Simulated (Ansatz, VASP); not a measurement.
## Sc12C: VASP beside Ansatz

```
Sc C
1.0
     6.62000    0.00000    0.00000
    -4.96500    8.59963    0.00000
     0.00000    0.00000    5.27614
Sc C
12 1
Direct
  0.99225 0.99590 0.99245
  0.17272 0.22215 0.52316
  0.00778 0.34206 0.01181
  0.16903 0.55100 0.50665
  0.98072 0.66115 0.99135
  0.15533 0.88126 0.49295
  0.49612 0.00127 0.97449
  0.68468 0.23708 0.51283
  0.49595 0.34012 0.00348
  0.66300 0.55163 0.49413
  0.49541 0.66454 0.99190
  0.67664 0.88257 0.49755
  0.50736 0.00625 0.38129
```

Alike in both runs: functional PBE; dispersion D3(BJ); k mesh 2 × 1 × 2; occupations fermi-dirac, width 0.15 eV; no spin polarisation.

Ansatz relaxed the structure, and its values are those at the end. VASP's run is a single point on that final structure, the one shown.

|  | VASP | Ansatz |
| --- | --- | --- |
| version | VASP 6.6.1 | Ansatz 0.2.0 |
| potentials or method | VASP PAW PBE potentials, release 64 (Sc_sv, C), cutoff 520 eV | scalar-relativistic, plane waves, PAW |
| valence electrons in the cell | 136 | 136 |

|  | VASP | Ansatz | Ansatz less VASP |
| --- | --- | --- | --- |
| rms of the force components (eV/Å) | 0.038 | 0.036 | -0.0024 |

The k mesh is coarse, so the values compare programs but aren't converged.
